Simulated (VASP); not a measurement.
Here is a VASP 6.6.1 calculation.

INCAR

```
SYSTEM = C
ALGO     = Normal         ! electronic algorithm
EDIFF    = 1E-6           ! SCF threshold, eV
ENCUT    = 520            ! plane-wave cutoff, eV
GGA      = PE             ! functional
ISIF     = 2              ! what is computed and relaxed
ISMEAR   = 0              ! smearing method
LASPH    = .True.         ! aspherical terms in the spheres
LCHARG   = .False.        ! write CHGCAR
LREAL    = .False.        ! projectors in reciprocal space
LWAVE    = .False.        ! write WAVECAR
NBANDS   = 16             ! bands
NELM     = 100            ! most SCF steps
PREC     = Accurate       ! precision mode
SIGMA    = 0.1            ! smearing width, eV
```

Contents of KPOINTS:

```
k-points
0
Gamma
  18 18 6
  0 0 0
```

POSCAR

```
C
1.0
    2.4665328077      0.0000000000      0.0000000000
   -1.2332664039      2.1360800708      0.0000000000
    0.0000000000      0.0000000000      8.4654490968
C
4
Direct
    0.0000000000      0.0000000000      0.2500000000
    0.0000000000      0.0000000000      0.7500000000
    0.3333333333      0.6666666667      0.2500000000
    0.6666666667      0.3333333333      0.7500000000
```

Potentials or basis: VASP PAW PBE potentials, release 64 (C).

Launch:

```bash
$ cat potpaw_PBE.64/C/POTCAR > POTCAR
$ mpirun -np 1 vasp_std > vasp.out
```

Task: Predict the band gap on the k mesh.

Result: Zero (filled and empty bands touch).

Task: Predict the pressure.

Result: 0.4 GPa.

Stress tensor (GPa, compression positive):
```
 0.55  0.00  0.00
 0.00  0.55  0.00
 0.00  0.00 -0.01
```

Caveat: this functional lacks dispersion, which binds the layers, so the pressure and a relaxed spacing across them are unreliable.
